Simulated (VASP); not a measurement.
# Ti12S: single point with PBE

The system is Ti12S, a slab with vacuum.

```xyz
13
Lattice="5.8763 0.0000 0.0000 0.0000 4.6505 0.0000 0.0000 0.0000 21.2842" Properties=species:S:1:pos:R:3 pbc="T T T"
Ti    0.0000    3.4878    4.0000
Ti    2.9382    3.4878    4.0000
Ti    1.4691    1.1626    4.8482
Ti    4.4072    1.1626    4.8482
Ti    1.4691    3.4878    6.5445
Ti    4.4072    3.4878    6.5445
Ti    0.0000    1.1626    7.3671
Ti    2.9382    1.1626    7.3671
Ti    0.0000    3.4878    8.9834
Ti    2.9382    3.4878    8.9834
Ti    1.4691    1.1626    9.7842
Ti    4.4072    1.1626    9.7842
S     2.9382    1.1626   11.5521
```

```
Program                : VASP 6.6.1
Task                   : single point
Functional             : PBE
Potentials or basis    : VASP PAW PBE potentials, release 64 (Ti_sv, S)
Cutoff                 : 520 eV
k mesh                 : 5 × 6 × 1
Occupations            : gaussian, width 0.1 eV
Spin                   : no spin polarisation
Dipole correction      : yes
Further INCAR settings : ALGO = Normal; EDIFF = 1e-06; NBANDS = 87
```

```json
{
 "Largest force": "0.487 eV/Å",
 "Band gap on the k mesh": "zero (bands 75 and 76 overlap by 0.26 eV)"
}
```

Forces on the atoms (eV/Å):
```
Ti   0.000  0.000  0.273
Ti   0.000  0.000  0.308
Ti  -0.003  0.000  0.075
Ti   0.003  0.000  0.075
Ti  -0.010  0.000 -0.317
Ti   0.010  0.000 -0.317
Ti   0.000  0.000 -0.088
Ti   0.000  0.000 -0.327
Ti   0.000  0.000 -0.487
Ti   0.000  0.000  0.327
Ti  -0.038  0.000  0.233
Ti   0.038  0.000  0.233
S    0.000  0.000  0.011
```

Levels at points of the mesh, in eV from the Fermi level:
| k point | band 72 | band 73 | band 74 | band 75 | band 76 | band 77 |
| --- | --- | --- | --- | --- | --- | --- |
| (0.00, 0.00, 0.00) | -0.54 | -0.23 | -0.17 | 0.14 | 0.34 | 0.35 |
| (0.00, 0.50, 0.00) | -0.39 | -0.16 | -0.05 | 0.04 | 0.19 | 0.26 |

Wall time 39 min on 1 thread of Intel(R) Xeon(R) Platinum 8259CL CPU @ 2.50GHz (Skylake/Cascade Lake), with other jobs on the host, peak memory 0.81 GiB.
